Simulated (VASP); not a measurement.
A run of VASP 6.6.1 is set up as follows.

Contents of INCAR:

```
SYSTEM = Be2Si
ALGO = Normal ; EDIFF = 1E-6
ENCUT = 520 ; GGA = PE
ISIF = 2 ; ISMEAR = -1
LASPH = .True. ; LCHARG = .True.
LELF = .True. ; LREAL = .False.
LVHAR = .True. ; LWAVE = .False.
NBANDS = 11 ; NELM = 80
PREC = Accurate ; SIGMA = 0.05
```

File KPOINTS:

```
k-points
0
Gamma
  7 7 7
  0 0 0
```

Contents of POSCAR:

```
Be2Si
1.0
    0.0000000000      2.6400000000      2.6136000000
    2.6400000000      0.0000000000      2.6136000000
    2.6400000000      2.6400000000      0.0000000000
Si Be
1 2
Direct
    0.0000000000      0.0000000000      0.0000000000
    0.2500000000      0.2500000000      0.2500000000
    0.7500000000      0.7500000000      0.7500000000
```

Potentials or basis: VASP PAW PBE potentials, release 64 (Si, Be).

Command:

```bash
$ cat potpaw_PBE.64/Si/POTCAR potpaw_PBE.64/Be/POTCAR > POTCAR
$ mpirun -np 1 vasp_std > vasp.out
```

Question: Predict the band gap on the k mesh.

Answer: Zero (band 4 reaches 7.19 eV, above the bottom of band 5 at 6.52 eV).

Question: Predict the pressure.

Answer: 1.3 GPa.

Stress tensor (GPa, compression positive):
```
1.20 0.00 0.00
0.00 1.20 0.00
0.00 0.00 1.45
```
